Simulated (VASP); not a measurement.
# BN (Fmm2) in VASP: a series of runs

BN is run at these levels: PBE+D3(BJ); tasks: single point.

All numbers are computed with VASP 6.6.1; they aren't measurements. Logs are shortened: lines on timing, memory, paths and dates and some standing lists are left out, and cuts for length are marked.

### 1 The cell of the first run

The structure is orthorhombic, space group Fmm2 (No. 42). The conventional cell has a = 2.508 Å, b = 6.679 Å, c = 4.338 Å, α = 90.00°, β = 90.00°, γ = 90.00°. B (site symmetry mm2) has 3 N at 1.36 to 1.65 Å within 1.8 Å. N (site symmetry mm2) has 3 B at 1.36 to 1.65 Å within 1.8 Å.

### 2 Single point, PBE+D3(BJ) (all N atoms moved -0.200 Å, as atom 2 along Cartesian [0 0 1])

INCAR reads:

```
PREC = Accurate
ENCUT = 520
EDIFF = 1E-6
ISMEAR = 0
SIGMA = 0.05
LREAL = False
LASPH = True
NELM = 80
ALGO = Normal
ISIF = 2
LWAVE = False
LCHARG = False
GGA = PE
IVDW = 12
NBANDS = 11
```

KPOINTS reads:

```
regular mesh
0
Gamma
  12 12 12
```

POSCAR reads:

```
BN
1.0
    0.0000000000      3.3394821895      2.1688319106
    1.2538424675      0.0000000000      2.1688319106
    1.2538424675      3.3394821895      0.0000000000
B N
1 1
Direct
    0.0001068737      0.0001068737      0.9998931263
    0.6204853476      0.6204853476      0.3795146524
```

Potentials or basis: VASP PAW PBE potentials, release 64 (B, N).

The run is started by

```bash
$ cat potpaw_PBE.64/B/POTCAR potpaw_PBE.64/N/POTCAR > POTCAR
$ mpirun -np 1 vasp_std > vasp.out
```

OUTCAR:

```text
PREC = Accurate
   ENCUT = 520
   EDIFF = 1E-6
   ISMEAR = 0
   LREAL = False
   LASPH = True
   NELM = 80
   ISIF = 2
   GGA = PE
   IVDW = 12
 IVDW          = 12

 ion  position               nearest neighbor table
   1  0.000  0.000  1.000-   2 1.36   2 1.36   2 1.65
   2  0.620  0.620  0.380-   1 1.36   1 1.36   1 1.65

  LATTYP: Found a face centered orthorhombic cell.
 ALAT       =     2.5076849350
 B/A-ratio  =     1.7297483271
 C/A-ratio  =     2.6633985338

  Lattice vectors:

 A1 = (   0.0000000000,   3.3394821895,   2.1688319106)
 A2 = (  -1.2538424675,   3.3394821895,   0.0000000000)
 A3 = (  -1.2538424675,   0.0000000000,   2.1688319106)

Analysis of symmetry for initial positions (statically):
=====================================================================
 Subroutine PRICEL returns:
 Original cell was already a primitive cell.

 Routine SETGRP: Setting up the symmetry group for a
 face centered orthorhombic supercell.

 Subroutine GETGRP returns: Found  4 space group operations
 (whereof  4 operations were pure point group operations)
 out of a pool of  8 trial point group operations.

The static configuration has the point symmetry C_2v.

Analysis of symmetry for dynamics (positions and initial velocities):
=====================================================================
 Subroutine PRICEL returns:
 Original cell was already a primitive cell.

 Routine SETGRP: Setting up the symmetry group for a
 face centered orthorhombic supercell.

 Subroutine GETGRP returns: Found  4 space group operations
 (whereof  4 operations were pure point group operations)
 out of a pool of  8 trial point group operations.

The dynamic configuration has the point symmetry C_2v.

 Subroutine INISYM returns: Found  4 space group operations
 (whereof  4 operations are pure point group operations),
 and found     1 'primitive' translations

----------------------------------------------------------------------------------------

                                     Primitive cell

  volume of cell :      18.1626

  direct lattice vectors                    reciprocal lattice vectors
     0.000000000  3.339482189  2.168831911    -0.398774179  0.149723811  0.230538843
     1.253842467  0.000000000  2.168831911     0.398774179 -0.149723811  0.230538843
     1.253842467  3.339482189  0.000000000     0.398774179  0.149723811 -0.230538843

  length of vectors
     3.981955945  2.505185181  3.567108385     0.484341020  0.484341020  0.484341020

  position of ions in fractional coordinates (direct lattice)
     0.000106874  0.000106874  0.999893126
     0.620485348  0.620485348  0.379514652

  ion indices of the primitive-cell ions
   primitive index   ion index
                 1           1
                 2           2

----------------------------------------------------------------------------------------

 KPOINTS: regular mesh

Automatic generation of k-mesh.
 Grid dimensions read from file:
 generate k-points for:   12   12   12

 Generating k-lattice:

  Cartesian coordinates                     Fractional coordinates (reciprocal lattice)
    -0.033231182  0.012476984  0.019211570     0.083333333  0.000000000 -0.000000000
     0.033231182 -0.012476984  0.019211570     0.000000000  0.083333333  0.000000000
     0.033231182  0.012476984 -0.019211570    -0.000000000 -0.000000000  0.083333333

  Length of vectors
     0.040361752  0.040361752  0.040361752

  Shift w.r.t. Gamma in fractional coordinates (k-lattice)
     0.000000000  0.000000000  0.000000000

 Subroutine IBZKPT returns following result:
 ===========================================

 Found    280 irreducible k-points:

 Following reciprocal coordinates:
            Coordinates               Weight
  0.000000  0.000000  0.000000      1.000000
  0.083333  0.000000  0.000000      8.000000
  0.166667 -0.000000  0.000000      8.000000
  0.250000  0.000000  0.000000      8.000000
  0.333333  0.000000  0.000000      8.000000
  0.416667  0.000000 -0.000000      8.000000
[... 16 lines left out ...]
  0.500000  0.166667  0.000000      8.000000
 -0.416667  0.166667  0.000000      8.000000
 [... further k-points ...]
   k-points           NKPTS =    280   k-points in BZ     NKDIM =    280   number of bands    NBANDS=     11
   number of dos      NEDOS =    301   number of ions     NIONS =      2
   total plane-waves  NPLWV =  16800
   dimension x,y,z NGX =    30 NGY =   20 NGZ =   28
   dimension x,y,z NGXF=    60 NGYF=   40 NGZF=   56
   ions per type =               1   1
   NGX,Y,Z   is equivalent  to a cutoff of  12.52, 13.27, 13.05 a.u.
   NGXF,Y,Z  is equivalent  to a cutoff of  25.05, 26.54, 26.10 a.u.
 SYSTEM =  unknown system
   PREC   = accura    normal or accurate (medium, high low for compatibility)
   ISTART =      0    job   : 0-new  1-cont  2-samecut
   ICHARG =      2    charge: 1-file 2-atom 10-const
   ISPIN  =      1    spin polarized calculation?
   LNONCOLLINEAR =      F non collinear calculations
   LSORBIT =      F    spin-orbit coupling
   LASPH  =      T    aspherical Exc in radial PAW
   ENCUT  =  520.0 eV  38.22 Ry    6.18 a.u.   7.40  4.66  6.63*2*pi/ulx,y,z
   NELM   =     80;   NELMIN=  2; NELMDL= -5     # of ELM steps
   EDIFF  = 0.1E-05   stopping-criterion for ELM
   LREAL  =      F    real-space projection
   EDIFFG = 0.1E-04   stopping-criterion for IOM
   NSW    =      0    number of steps for IOM
   IBRION =     -1    ionic relax: 0-MD 1-quasi-New 2-CG
   NFREE  =      0    steps in history (QN), initial steepest desc. (CG)
   ISIF   =      2    stress and relaxation
   ISYM   =      2    0-nonsym 1-usesym 2-fastsym
   POTIM  = 0.5000    time-step for ionic-motion
   TEBEG  =    0.0;   TEEND  =   0.0 temperature during run
   PSTRESS=    0.0 pullay stress
   NELECT =       8.0000    total number of electrons
   NUPDOWN=      -1.0000    fix difference up-down
   EMIN   =  10.00;   EMAX   =-10.00  energy-range for DOS
   EFERMI =   0.00;   METHOD = LEGACY
   ISMEAR =     0;   SIGMA  =   0.05  broadening in eV -4-tet -1-fermi 0-gaus
   EFERMI_NEDOS =   21; number of points for ismear=-14 and -15
   IALGO  =     38    algorithm
   IMIX   =      4    mixing-type and parameters
     AMIX     =   0.40;   BMIX     =  1.00
     AMIX_MAG =   1.60;   BMIX_MAG =  1.00
  volume/ion in A,a.u.               =       9.08        61.28
  Fermi-wavevector in a.u.,A,eV,Ry     =   1.245601  2.353844 21.109725  1.551521
  Thomas-Fermi vector in A             =   2.379816
   LORBIT       =      0    0 simple, 1 ext, 2 COOP (PROOUT), +10 PAW based schemes
   GGA     = PE    functional components
   LHFCALC =     F    Hartree Fock is set to
   AEXX    =    0.0000 exact exchange contribution
   IVDW    =    12    specifies the selected vdW correction
   LEPSILON=     F    determine dielectric tensor
   LRPA    =     F    only Hartree local field effects (RPA)
 non-spin polarized calculation
 Gauss-broadening in eV      SIGMA  =   0.05
  energy-cutoff  :      520.00
  volume of cell :       18.16
 maximum number of plane-waves:       505
 NGX is ok and might be reduce to    30
   NGX = 15   NGY =  9   NGZ = 13

 number of electron       7.9999999 magnetization

 Free energy of the ion-electron system (eV)
  ---------------------------------------------------
  ext. energy  EPLUGINS =         0.00000000
  ---------------------------------------------------
  free energy    TOTEN  =       -16.92215022 eV

  energy without entropy =      -16.92215022  energy(sigma->0) =      -16.92215022

 E-fermi :   3.3404     XC(G=0): -10.0154

 val. band max:        3.1383294210   @ k =   0.5000   0.0000   0.5000
 cond. band min:       6.2713666996   @ k =   0.5000   0.0000   0.0000
 fundamental gap:      3.1330372787
 Fermi energy:         3.3403577998

 k-point     1 :       0.0000    0.0000    0.0000
  band No.  band energies     occupation
      1     -15.6005      2.00000
      2      -2.0088      2.00000
      3      -1.3957      2.00000
      4       3.1129      2.00000
      5       7.3533      0.00000
      6      11.2096      0.00000
      7      15.4763      0.00000
      8      17.0265      0.00000
      9      17.2578      0.00000
     10      27.4170      0.00000
     11      29.7749      0.00000

 k-point     2 :       0.0833    0.0000    0.0000
  band No.  band energies     occupation
      1     -15.4682      2.00000
      2      -1.8838      2.00000
      3      -1.7294      2.00000
      4       2.6947      2.00000
      5       7.6693      0.00000
      6      11.4394      0.00000
      7      14.8850      0.00000
      8      16.7015      0.00000
      9      18.2214      0.00000
     10      27.8576      0.00000
     11      28.1083      0.00000

 k-point     3 :       0.1667   -0.0000    0.0000
  band No.  band energies     occupation
      1     -15.0807      2.00000
      2      -2.6420      2.00000
      3      -1.4889      2.00000
      4       1.7199      2.00000
      5       8.4946      0.00000
      6      11.8364      0.00000
      7      13.3806      0.00000
      8      17.2454      0.00000
      9      19.5634      0.00000
     10      25.4764      0.00000
     11      28.5060      0.00000
[... 267 lines left out ...]
 k-point    23 :       0.5000    0.1667    0.0000
  band No.  band energies     occupation
      1     -12.6579      2.00000
      2      -6.1945      2.00000
      3      -2.4605      2.00000
      4       1.3246      2.00000
      5       7.4801      0.00000
      6      12.8201      0.00000
      7      14.5112      0.00000
      8      18.1936      0.00000
      9      20.7078      0.00000
     10      23.4622      0.00000
     11      25.7759      0.00000

 k-point    24 :      -0.4167    0.1667    0.0000
  band No.  band energies     occupation
      1     -12.4125      2.00000
      2      -6.5910      2.00000
      3      -2.5156      2.00000
      4       1.8022      2.00000
      5       6.4765      0.00000
      6      13.0241      0.00000
      7      15.7116      0.00000
      8      17.8484      0.00000
      9      21.0429      0.00000
     10      23.6659      0.00000
     11      24.6064      0.00000

 [... further k-points ...]

------------------------ aborting loop because EDIFF is reached ----------------------------------------

 Edisp (eV)   -0.28002

 E8    (eV) :    -0.0820

  FORCE on cell =-STRESS in cart. coord.  units (eV):
  Direction    XX          YY          ZZ          XY          YZ          ZX
  --------------------------------------------------------------------------------------
  -------------------------------------------------------------------------------------
  Total       4.12898    -0.04986    -0.09798     0.00000     0.00000     0.00000
  in kB     364.22976    -4.39813    -8.64271     0.00000     0.00000     0.00000
  external pressure =      117.06 kB  Pullay stress =        0.00 kB

 VOLUME and BASIS-vectors are now :
 -----------------------------------------------------------------------------
  energy-cutoff  :      520.00
  volume of cell :       18.16
      direct lattice vectors                 reciprocal lattice vectors
     0.000000000  3.339482189  2.168831911    -0.398774179  0.149723811  0.230538843
     1.253842467  0.000000000  2.168831911     0.398774179 -0.149723811  0.230538843
     1.253842467  3.339482189  0.000000000     0.398774179  0.149723811 -0.230538843

 POSITION                                       TOTAL-FORCE (eV/Angst)
 -----------------------------------------------------------------------------------
      1.25384      3.33948      0.00046         0.000000      0.000000     -5.658261
      1.25384      3.33948      2.69146         0.000000      0.000000      5.658261
 -----------------------------------------------------------------------------------
    total drift:                                0.000003     -0.000001      0.000094

  FREE ENERGIE OF THE ION-ELECTRON SYSTEM (eV)
  ---------------------------------------------------
  free  energy   TOTEN  =       -17.2021661307 eV

  energy  without entropy=      -17.2021661307  energy(sigma->0) =      -17.20216613
```

It took 38 s on 1 thread of AMD EPYC 9R45 (Zen 5), shared host; peak memory 0.16 GiB.

Results:

- Free energy: -17.2022 eV
- Pressure: 11.7 GPa
- Largest force: 5.658 eV/Å
- Band gap on the k mesh: 3.13 eV, indirect (least direct gap 4.24 eV)
- Dispersion energy per atom: -0.140 eV

Forces on the atoms (eV/Å):
```
B    0.000  0.000 -5.658
N    0.000  0.000  5.658
```

Stress tensor (GPa, compression positive):
```
36.42  0.00  0.00
 0.00 -0.44  0.00
 0.00  0.00 -0.86
```

Levels at points of the mesh, in eV from the valence-band top:
```tsv
k point	band 1	band 2	band 3	band 4	band 5	band 6	band 7	band 8
(0.00, 0.00, 0.00)	-18.74	-5.15	-4.53	-0.03	4.21	8.07	12.34	13.89
(0.50, 0.00, 0.00)	-15.81	-10.03	-4.09	-1.62	3.13	7.97	12.64	15.19
(0.50, 0.50, 0.00)	-15.42	-9.47	-6.42	-2.00	7.01	8.25	11.86	13.25
(0.50, 0.00, 0.50)	-18.46	-7.18	-4.57	0.00	7.91	9.28	11.51	13.89
(0.00, 0.50, 0.50)	-15.25	-9.21	-6.47	-3.22	4.41	8.81	13.39	16.83
```

Caveat: the cell differs from its parent crystal (all N atoms moved -0.200 Å, as atom 2 along Cartesian [0 0 1]); forces of over 1 eV/Å act on the atoms, so gaps and moduli don't describe the material at rest.

### 3 Single point, PBE+D3(BJ) (all N atoms moved +0.150 Å, as atom 2 along Cartesian [0 0 1])

INCAR reads:

```
  PREC = Accurate
  ENCUT = 520
  EDIFF = 1E-6
  ISMEAR = 0
  SIGMA = 0.05
  LREAL = False
  LASPH = True
  NELM = 60
  ALGO = Normal
  ISIF = 2
  LWAVE = False
  LCHARG = False
  GGA = PE
  IVDW = 12
  NBANDS = 11
```

KPOINTS reads:

```
Automatic mesh
0
Gamma
  12 12 12
```

POSCAR, as its differences from that of step 2:

```diff
@@ -9,2 +9,2 @@
     0.0001068737      0.0001068737      0.9998931263
-    0.6204853476      0.6204853476      0.3795146524
+    0.7011739428      0.7011739428      0.2988260572
```

Potentials or basis: VASP PAW PBE potentials, release 64 (B, N).

The run is started by

```bash
$ cat potpaw_PBE.64/B/POTCAR potpaw_PBE.64/N/POTCAR > POTCAR
$ mpirun -np 1 vasp_std > vasp.out
```

It took 38 s on 1 thread of AMD EPYC 9R45 (Zen 5), shared host; peak memory 0.16 GiB.

The run converged. Its results:

```
Free energy                : -17.3136 eV
Pressure                   : 10.1 GPa
Largest force              : 7.850 eV/Å
Band gap on the k mesh     : 2.53 eV, indirect (least direct gap 3.90 eV)
Dispersion energy per atom : -0.140 eV
```

Forces on the atoms (eV/Å):
```
B    0.000  0.000  7.850
N    0.000  0.000 -7.850
```

Stress tensor (GPa, compression positive):
```
-7.48  0.00  0.00
 0.00 -0.04  0.00
 0.00  0.00 37.72
```

Levels at points of the mesh, in eV from the valence-band top:
| k point | band 2 | band 3 | band 4 | band 5 | band 6 | band 7 |
| --- | --- | --- | --- | --- | --- | --- |
| (0.00, 0.00, 0.00) | -4.52 | -3.27 | 0.00 | 4.88 | 9.23 | 12.96 |
| (0.50, 0.00, 0.00) | -9.05 | -4.65 | -1.61 | 4.99 | 8.87 | 13.23 |
| (0.50, 0.50, 0.00) | -9.49 | -3.67 | -0.23 | 4.86 | 9.50 | 11.69 |
| (0.50, 0.00, 0.50) | -6.54 | -3.24 | -0.04 | 9.10 | 9.86 | 11.23 |
| (0.00, 0.50, 0.50) | -9.22 | -3.74 | -1.37 | 2.53 | 9.89 | 14.90 |

Caveat: the cell differs from its parent crystal (all N atoms moved +0.150 Å, as atom 2 along Cartesian [0 0 1]); forces of over 1 eV/Å act on the atoms, so gaps and moduli don't describe the material at rest. A k mesh can miss the band edges.

[end of part 1 of 3]
